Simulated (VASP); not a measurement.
# Mg16CO in VASP: single point with PBE+D3(BJ)

Aim: the single point of Mg16CO with PBE+D3(BJ).

All numbers are computed with VASP 6.6.1; they aren't measurements. Logs are shortened: lines on timing, memory, paths and dates and some standing lists are left out, and cuts for length are marked.

**1. The cell of the first run**

The cell holds a slab with vacuum, 18 atoms: a = 6.302 Å, b = 6.302 Å, c = 26.358 Å, α = 90.00°, β = 90.00°, γ = 120.00°.

**2. Single point, PBE+D3(BJ)**

INCAR

```
PREC     = Accurate       # precision mode
ENCUT    = 520            # plane-wave cutoff, eV
EDIFF    = 1E-6           # SCF threshold, eV
ISMEAR   = 0              # smearing method
SIGMA    = 0.1            # smearing width, eV
LREAL    = Auto         
LASPH    = T              # aspherical terms in the spheres
NELM     = 100            # most SCF steps
ALGO     = Normal         # electronic algorithm
ISIF     = 2              # what is computed and relaxed
LWAVE    = F              # write WAVECAR
LCHARG   = T              # write CHGCAR
LDIPOL   = T            
IDIPOL   = 3            
DIPOL    = 0.5 0.5 0.329
GGA      = PE             # functional
IVDW     = 12             # dispersion correction
LELF     = T              # ELF
LVHAR    = T            
LVACPOTAV= T            
NBANDS   = 36             # bands
```

KPOINTS

```
regular mesh
0
Gamma
  6 6 1
```

POSCAR

```
Mg16CO
1.0
    6.3015062463      0.0000000000      0.0000000000
   -3.1507531232      5.4572644914      0.0000000000
    0.0000000000      0.0000000000     26.3584034914
Mg O C
16 1 1
Direct
    0.3333333333      0.1666666667      0.1517542594
    0.3333333333      0.6666666667      0.1517542594
    0.8333333333      0.1666666667      0.1517542594
    0.8333333333      0.6666666667      0.1517542594
    0.1666666667      0.3333333333      0.2475244132
    0.1666666667      0.8333333333      0.2475244132
    0.6666666667      0.3333333333      0.2475244132
    0.6666666667      0.8333333333      0.2475244132
    0.3333333333      0.1666666667      0.3421844648
    0.3333333333      0.6666666667      0.3421844648
    0.8333333333      0.1666666667      0.3421844648
    0.8333333333      0.6666666667      0.3421844648
    0.1666666667      0.3333333333      0.4404061686
    0.1666666667      0.8333333333      0.4404061686
    0.6666666667      0.3333333333      0.4404061686
    0.6666666667      0.8333333333      0.4404061686
    0.4166666667      0.5000000000      0.5769850020
    0.4166666667      0.5000000000      0.6206143516
```

Potentials or basis: VASP PAW PBE potentials, release 64 (Mg, O, C).

Launch:

```bash
$ cat potpaw_PBE.64/Mg/POTCAR potpaw_PBE.64/O/POTCAR potpaw_PBE.64/C/POTCAR > POTCAR
$ mpirun -np 1 vasp_std > vasp.out
```

OUTCAR:

```text
PREC = Accurate
   ENCUT = 520
   EDIFF = 1E-6
   ISMEAR = 0
   LREAL = Auto
   LASPH = T
   NELM = 100
   ISIF = 2
   GGA = PE
   IVDW = 12
 IVDW          = 12

 ion  position               nearest neighbor table
   1  0.333  0.167  0.152-   5 3.11   7 3.11   6 3.11   4 3.15   4 3.15   3 3.15   3 3.15   2 3.15
                             2 3.15
   2  0.333  0.667  0.152-   6 3.11   8 3.11   5 3.11   3 3.15   3 3.15   4 3.15   4 3.15   1 3.15
                             1 3.15
   3  0.833  0.167  0.152-   7 3.11   5 3.11   8 3.11   2 3.15   2 3.15   1 3.15   1 3.15   4 3.15
                             4 3.15
   4  0.833  0.667  0.152-   8 3.11   6 3.11   7 3.11   1 3.15   1 3.15   2 3.15   2 3.15   3 3.15
                             3 3.15
   5  0.167  0.333  0.248-   9 3.09  11 3.09  10 3.09   1 3.11   3 3.11   2 3.11   8 3.15   8 3.15
                             7 3.15   7 3.15   6 3.15   6 3.15
   6  0.167  0.833  0.248-  10 3.09  12 3.09   9 3.09   2 3.11   4 3.11   1 3.11   7 3.15   7 3.15
                             8 3.15   8 3.15   5 3.15   5 3.15
   7  0.667  0.333  0.248-  11 3.09   9 3.09  12 3.09   3 3.11   1 3.11   4 3.11   6 3.15   6 3.15
                             5 3.15   5 3.15   8 3.15   8 3.15
   8  0.667  0.833  0.248-  12 3.09  10 3.09  11 3.09   4 3.11   2 3.11   3 3.11   5 3.15   5 3.15
                             6 3.15   6 3.15   7 3.15   7 3.15
   9  0.333  0.167  0.342-   5 3.09   7 3.09   6 3.09  12 3.15  12 3.15  11 3.15  11 3.15  10 3.15
                            10 3.15  13 3.16  15 3.16  14 3.16
  10  0.333  0.667  0.342-   6 3.09   8 3.09   5 3.09  11 3.15  11 3.15  12 3.15  12 3.15   9 3.15
                             9 3.15  14 3.16  16 3.16  13 3.16
  11  0.833  0.167  0.342-   7 3.09   5 3.09   8 3.09  10 3.15  10 3.15   9 3.15   9 3.15  12 3.15
                            12 3.15  15 3.16  13 3.16  16 3.16
  12  0.833  0.667  0.342-   8 3.09   6 3.09   7 3.09   9 3.15   9 3.15  10 3.15  10 3.15  11 3.15
                            11 3.15  16 3.16  14 3.16  15 3.16
  13  0.167  0.333  0.440-  16 3.15  16 3.15  15 3.15  15 3.15  14 3.15  14 3.15   9 3.16  11 3.16
                            10 3.16
  14  0.167  0.833  0.440-  15 3.15  15 3.15  16 3.15  16 3.15  13 3.15  13 3.15  10 3.16  12 3.16
                             9 3.16
  15  0.667  0.333  0.440-  14 3.15  14 3.15  13 3.15  13 3.15  16 3.15  16 3.15  11 3.16   9 3.16
                            12 3.16
  16  0.667  0.833  0.440-  13 3.15  13 3.15  14 3.15  14 3.15  15 3.15  15 3.15  12 3.16  10 3.16
                            11 3.16
  17  0.417  0.500  0.577-  18 1.15
  18  0.417  0.500  0.621-  17 1.15

  LATTYP: Found a hexagonal cell.
 ALAT       =     6.3015062463
 C/A-ratio  =     4.1828735006

  Lattice vectors:

 A1 = (   6.3015062463,   0.0000000000,   0.0000000000)
 A2 = (  -3.1507531232,   5.4572644914,   0.0000000000)
 A3 = (   0.0000000000,   0.0000000000,  26.3584034914)

Analysis of symmetry for initial positions (statically):
=====================================================================
 Subroutine PRICEL returns:
 Original cell was already a primitive cell.

 Routine SETGRP: Setting up the symmetry group for a
 hexagonal supercell.

 Subroutine GETGRP returns: Found  1 space group operations
 (whereof  1 operations were pure point group operations)
 out of a pool of 24 trial point group operations.

The static configuration has the point symmetry C_1 .

Analysis of symmetry for dynamics (positions and initial velocities):
=====================================================================
 Subroutine PRICEL returns:
 Original cell was already a primitive cell.

 Routine SETGRP: Setting up the symmetry group for a
 hexagonal supercell.

 Subroutine GETGRP returns: Found  1 space group operations
 (whereof  1 operations were pure point group operations)
 out of a pool of 24 trial point group operations.

The dynamic configuration has the point symmetry C_1 .

 Subroutine INISYM returns: Found  1 space group operations
 (whereof  1 operations are pure point group operations),
 and found     1 'primitive' translations

----------------------------------------------------------------------------------------

                                     Primitive cell

  volume of cell :     906.4388

  direct lattice vectors                    reciprocal lattice vectors
     6.301506246  0.000000000  0.000000000     0.158692218  0.091620995  0.000000000
[... 59 lines left out ...]
     0.000000000  0.030540332  0.000000000     0.000000000  0.166666667  0.000000000
     0.000000000  0.000000000  0.037938565     0.000000000  0.000000000  1.000000000

  Length of vectors
     0.030540332  0.030540332  0.037938565

  Shift w.r.t. Gamma in fractional coordinates (k-lattice)
     0.000000000  0.000000000  0.000000000

 Subroutine IBZKPT returns following result:
 ===========================================

 Found     20 irreducible k-points:

 Following reciprocal coordinates:
            Coordinates               Weight
  0.000000  0.000000  0.000000      1.000000
  0.166667  0.000000  0.000000      2.000000
  0.000000  0.166667  0.000000      2.000000
 -0.166667  0.166667  0.000000      2.000000
  0.333333 -0.000000  0.000000      2.000000
  0.000000  0.333333  0.000000      2.000000
[... 12 lines left out ...]
  0.500000 -0.166667  0.000000      2.000000
  0.333333  0.333333  0.000000      2.000000
   k-points           NKPTS =     20   k-points in BZ     NKDIM =     20   number of bands    NBANDS=     36
   number of dos      NEDOS =    301   number of ions     NIONS =     18
   total plane-waves  NPLWV = 451584
   dimension x,y,z NGX =    48 NGY =   48 NGZ =  196
   dimension x,y,z NGXF=    96 NGYF=   96 NGZF=  392
   ions per type =              16   1   1
   NGX,Y,Z   is equivalent  to a cutoff of  12.66, 12.66, 12.36 a.u.
   NGXF,Y,Z  is equivalent  to a cutoff of  25.33, 25.33, 24.72 a.u.
 SYSTEM =  unknown system
   PREC   = accura    normal or accurate (medium, high low for compatibility)
   ISTART =      0    job   : 0-new  1-cont  2-samecut
   ICHARG =      2    charge: 1-file 2-atom 10-const
   ISPIN  =      1    spin polarized calculation?
   LNONCOLLINEAR =      F non collinear calculations
   LSORBIT =      F    spin-orbit coupling
   LASPH  =      T    aspherical Exc in radial PAW
   ENCUT  =  520.0 eV  38.22 Ry    6.18 a.u.  11.72 11.72 49.01*2*pi/ulx,y,z
   NELM   =    100;   NELMIN=  2; NELMDL= -5     # of ELM steps
   EDIFF  = 0.1E-05   stopping-criterion for ELM
   LREAL  =      T    real-space projection
   EDIFFG = 0.1E-04   stopping-criterion for IOM
   NSW    =      0    number of steps for IOM
   IBRION =     -1    ionic relax: 0-MD 1-quasi-New 2-CG
   NFREE  =      0    steps in history (QN), initial steepest desc. (CG)
   ISIF   =      2    stress and relaxation
   ISYM   =      2    0-nonsym 1-usesym 2-fastsym
   POTIM  = 0.5000    time-step for ionic-motion
   TEBEG  =    0.0;   TEEND  =   0.0 temperature during run
   PSTRESS=    0.0 pullay stress
   NELECT =      42.0000    total number of electrons
   NUPDOWN=      -1.0000    fix difference up-down
   EMIN   =  10.00;   EMAX   =-10.00  energy-range for DOS
   EFERMI =   0.00;   METHOD = LEGACY
   ISMEAR =     0;   SIGMA  =   0.10  broadening in eV -4-tet -1-fermi 0-gaus
   EFERMI_NEDOS =   21; number of points for ismear=-14 and -15
   IALGO  =     38    algorithm
   IMIX   =      4    mixing-type and parameters
     AMIX     =   0.40;   BMIX     =  1.00
     AMIX_MAG =   1.60;   BMIX_MAG =  1.00
  volume/ion in A,a.u.               =      50.36       339.83
  Fermi-wavevector in a.u.,A,eV,Ry     =   0.588002  1.111162  4.704157  0.345746
  Thomas-Fermi vector in A             =   1.635095
   LORBIT       =      0    0 simple, 1 ext, 2 COOP (PROOUT), +10 PAW based schemes
   GGA     = PE    functional components
   LHFCALC =     F    Hartree Fock is set to
   AEXX    =    0.0000 exact exchange contribution
   IVDW    =    12    specifies the selected vdW correction
   LEPSILON=     F    determine dielectric tensor
   LRPA    =     F    only Hartree local field effects (RPA)
 non-spin polarized calculation
 Gauss-broadening in eV      SIGMA  =   0.10
  energy-cutoff  :      520.00
  volume of cell :      906.44
 maximum number of plane-waves:     24484
   NGX = 23   NGY = 23   NGZ = 99

 dipolmoment           0.000000      0.000000     -0.001577 electrons x Angstroem

 number of electron      41.9999994 magnetization

 dipolmoment           0.000000      0.000000      0.010181 electrons x Angstroem

 Free energy of the ion-electron system (eV)
  ---------------------------------------------------
  ext. energy  EPLUGINS =         0.00000000
  ---------------------------------------------------
  free energy    TOTEN  =       -36.36067256 eV

  energy without entropy =      -36.31334942  energy(sigma->0) =      -36.33701099

 E-fermi :  -1.0154     XC(G=0):  -4.4073

 val. band max:       -1.0812949572   @ k =   0.1667   0.1667   0.0000
 cond. band min:      -0.9546666781   @ k =   0.3333  -0.0000   0.0000
 fundamental gap:      0.1266282791
 Fermi energy:        -1.0154441220

 k-point     1 :       0.0000    0.0000    0.0000
  band No.  band energies     occupation
      1     -26.4803      2.00000
      2     -11.4125      2.00000
      3      -9.0065      2.00000
      4      -9.0042      2.00000
      5      -7.8374      2.00000
      6      -6.9826      2.00000
[... 709 lines left out ...]
     32       1.7150      0.00000
     33       1.7155      0.00000
 [bands above 33 left out]

------------------------ aborting loop because EDIFF is reached ----------------------------------------

 Edisp (eV)   -3.79394

 E8    (eV) :    -1.7030

  FORCE on cell =-STRESS in cart. coord.  units (eV):
  Direction    XX          YY          ZZ          XY          YZ          ZX
  --------------------------------------------------------------------------------------
  -------------------------------------------------------------------------------------
  Total      -4.69853    -4.69900     2.91732    -0.00176    -0.00487    -0.00419
  in kB      -8.30489    -8.30572     5.15651    -0.00310    -0.00861    -0.00741
  external pressure =       -3.82 kB  Pullay stress =        0.00 kB

 VOLUME and BASIS-vectors are now :
 -----------------------------------------------------------------------------
  energy-cutoff  :      520.00
  volume of cell :      906.44
      direct lattice vectors                 reciprocal lattice vectors
     6.301506246  0.000000000  0.000000000     0.158692218  0.091620995  0.000000000
    -3.150753123  5.457264491  0.000000000     0.000000000  0.183241989  0.000000000
     0.000000000  0.000000000 26.358403491     0.000000000  0.000000000  0.037938565

 POSITION                                       TOTAL-FORCE (eV/Angst)
 -----------------------------------------------------------------------------------
      1.57538      0.90954      4.00000         0.000456     -0.001684     -0.160881
     -0.00000      3.63818      4.00000        -0.001371      0.001127     -0.160290
      4.72613      0.90954      4.00000        -0.000482     -0.000069     -0.161555
      3.15075      3.63818      4.00000         0.001403      0.000626     -0.161186
      0.00000      1.81909      6.52435        -0.000234     -0.000211      0.021519
     -1.57538      4.54772      6.52435        -0.000033      0.000007      0.019785
[... 10 lines left out ...]
      1.05025      2.72863     15.20840        -0.002078     -0.001777      0.709314
      1.05025      2.72863     16.35840         0.000573      0.000501     -0.705152
 -----------------------------------------------------------------------------------
    total drift:                               -0.000226      0.000007     -0.013482

  FREE ENERGIE OF THE ION-ELECTRON SYSTEM (eV)
  ---------------------------------------------------
  free  energy   TOTEN  =       -40.1546076893 eV

  energy  without entropy=      -40.1072845460  energy(sigma->0) =      -40.13094612

 vacuum level on the upper side and lower side of the slab         2.913         2.859
```

Wall time 16 min (1 thread of Intel Xeon Platinum 8488C (Sapphire Rapids), shared host); peak memory 1.1 GiB.

What came out:

| Quantity | Value |
| --- | --- |
| Free energy | -40.1546 eV |
| Largest force | 0.709 eV/Å |
| Band gap on the k mesh | zero (bands 21 and 22 overlap by 1.37 eV) |
| Dispersion energy per atom | -0.211 eV |

Forces on the atoms (eV/Å):
```
Mg   0.000 -0.002 -0.161
Mg  -0.001  0.001 -0.160
Mg   0.000  0.000 -0.162
Mg   0.001  0.001 -0.161
Mg   0.000  0.000  0.022
Mg   0.000  0.000  0.020
Mg   0.000  0.000  0.021
Mg   0.000  0.000  0.021
Mg   0.000 -0.001  0.076
Mg  -0.001  0.001  0.077
Mg   0.000  0.000  0.074
Mg   0.001  0.001  0.075
Mg  -0.007 -0.005  0.061
Mg  -0.001  0.001  0.069
Mg   0.008 -0.004  0.063
Mg   0.002  0.009  0.061
O   -0.002 -0.002  0.709
C    0.001  0.001 -0.705
```
